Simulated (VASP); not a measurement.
# CsBr: single point with PBEsol

Crystal: CsBr.

```xyz
2
Lattice="4.2402 0.0000 0.0000 0.0000 4.2402 0.0000 0.0000 0.0000 4.2402" Properties=species:S:1:pos:R:3 pbc="T T T"
Cs    0.0000    0.0000    0.0000
Br    2.1201    2.1201    2.1201
```

```yaml
Program: VASP 6.6.1
Task: single point
Functional: PBEsol
Potentials_or_basis: VASP PAW PBE potentials, release 64 (Cs_sv, Br)
Cutoff: 500 eV
k_mesh: 12 × 12 × 12
Occupations: fermi-dirac, width 0.1 eV
Spin: no spin polarisation
```

```
Pressure               : 0.1 GPa
Band gap on the k mesh : 4.44 eV
```

Levels at points of the mesh, in eV from the valence-band top:
```tsv
k point	band 4	band 5	band 6	band 7	band 8	band 9	band 10	band 11	band 12	band 13
(0.00, 0.00, 0.00)	-6.28	-6.28	0.00	0.00	0.00	4.44	4.75	4.75	9.20	9.20
(0.50, 0.00, 0.00)	-6.15	-6.15	-1.45	-0.25	-0.25	5.83	7.36	7.78	8.16	8.97
(0.50, 0.50, 0.00)	-6.95	-6.08	-0.60	-0.60	-0.02	5.15	5.39	7.18	7.18	11.24
(0.50, 0.50, 0.50)	-6.73	-6.73	-1.30	-1.30	-1.30	8.41	8.41	8.41	9.19	9.19
```

It took 46 s on 1 thread of Intel(R) Xeon(R) Platinum 8488C (Sapphire Rapids), on a shared host, peak memory 0.23 GiB.

Caveat: the PAW data sets were made with another functional, which shifts forces and pressure a little; spin-orbit coupling is left out, which moves the levels of the heavy elements. A k mesh can miss the band edges.
